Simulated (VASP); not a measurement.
The system is Mg5Pd.

```
Mg Pd
1.0
     5.25894    0.00000    0.00000
    -2.62947    4.55438    0.00000
     0.00000    0.00000    4.82190
Mg Pd
5 1
Cartesian
  1.6462 0.0000 2.4110
  1.8064 3.1287 2.4110
  -0.8231 1.4257 2.4110
  0.0000 3.0363 0.0000
  2.6295 1.5181 0.0000
  0.0000 0.0000 0.0000
```

```yaml
Program: VASP 6.6.1
Task: relaxation of cell and atoms
Functional: LDA
Potentials_or_basis: VASP PAW LDA potentials, release 64 (Mg, Pd)
Cutoff: 600 eV
k_mesh: 5 × 5 × 5
Occupations: methfessel-paxton, width 0.05 eV
Spin: no spin polarisation
```

At the start: pressure -2.7 GPa; volume 19.25 Å³/atom.

**Question.** Where does the relaxation end?

**Answer.** Over 4 steps the energy falls by 8.3 meV/atom and the volume is 18.34 Å³/atom (-4.7 %); space group P-62m (No. 189, to 0.05 Å).

The path:
```csv
step,energy change (eV),largest force (eV/Å),pressure (GPa),volume (Å³)
1,0.0000,0.0097,-2.74,115.49
2,-0.0498,0.0465,-0.03,110.08
3,-0.0498,0.0469,-0.03,110.04
4,-0.0500,0.0276,-0.01,110.02
```

Final structure:
```
CELL_PARAMETERS angstrom
5.18317 0.00000 0.00000
-2.59158 4.48875 0.00000
0.00000 0.00000 4.72878
ATOMIC_POSITIONS crystal
Mg 0.31356 0.00000 0.50000
Mg 0.68644 0.68644 0.50000
Mg 0.00000 0.31356 0.50000
Mg 0.33333 0.66667 0.00000
Mg 0.66667 0.33333 0.00000
Pd 0.00000 0.00000 0.00000
```
